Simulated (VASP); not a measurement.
Input of a VASP 6.6.1 run:

The input INCAR:

```
SYSTEM = InSb
  PREC = Accurate
  ENCUT = 520
  EDIFF = 1E-7
  ISMEAR = -1
  SIGMA = 0.1
  LREAL = .FALSE.
  LASPH = .TRUE.
  NELM = 100
  ALGO = Normal
  ISIF = 2
  LWAVE = .FALSE.
  LCHARG = .FALSE.
  GGA = PE
  NBANDS = 16
```

The input KPOINTS:

```
regular mesh
0
G
  13 13 13
  0 0 0
```

File POSCAR:

```
InSb
1.0
    0.0000000000      2.6222445087      2.6222445087
    2.6222445087      0.0000000000      2.6222445087
    2.6222445087      2.6222445087      0.0000000000
In Sb
1 1
Direct
    0.0000000000      0.0000000000      0.0000000000
    0.5000000000      0.5000000000      0.5000000000
```

Potentials or basis: VASP PAW PBE potentials, release 64 (In_d, Sb).

The run is started by

```bash
$ cat potpaw_PBE.64/In_d/POTCAR potpaw_PBE.64/Sb/POTCAR > POTCAR
$ mpirun -np 1 vasp_std > vasp.out
```

(1) Estimate the pressure.

(2) What does it give for the band gap on the k mesh?

## Answers

(1) 73.2 GPa.

(2) zero (band 9 reaches 14.76 eV, above the bottom of band 10 at 11.00 eV).

Caveat: spin-orbit coupling is left out, which moves the levels of the heavy elements.
